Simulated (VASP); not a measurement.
Here is a VASP 6.6.1 calculation.

Contents of INCAR:

```
PREC = Accurate
ENCUT = 520
EDIFF = 1E-6
ISMEAR = -1
SIGMA = 0.05
LREAL = F
LASPH = T
NELM = 80
ALGO = Normal
ISIF = 2
LWAVE = F
LCHARG = F
NBANDS = 7
```

File KPOINTS:

```
Automatic mesh
0
Gamma
  16 16 16
```

File POSCAR:

```
Mg
1.0
    0.0000000000      1.6331054116      1.6331054116
    1.6331054116      0.0000000000      1.6331054116
    1.6331054116      1.6331054116      0.0000000000
Mg
1
Direct
    0.0000000000      0.0000000000      0.0000000000
```

Potentials or basis: VASP PAW LDA potentials, release 64 (Mg).

Run with:

```bash
$ cat potpaw_LDA.64/Mg/POTCAR > POTCAR
$ mpirun -np 1 vasp_std > vasp.out
```

Question: Estimate the pressure.

Answer: 211.8 GPa.

Question: Estimate the band gap on the k mesh.

Answer: Zero (band 1 reaches 11.71 eV, above the bottom of band 2 at 8.94 eV).
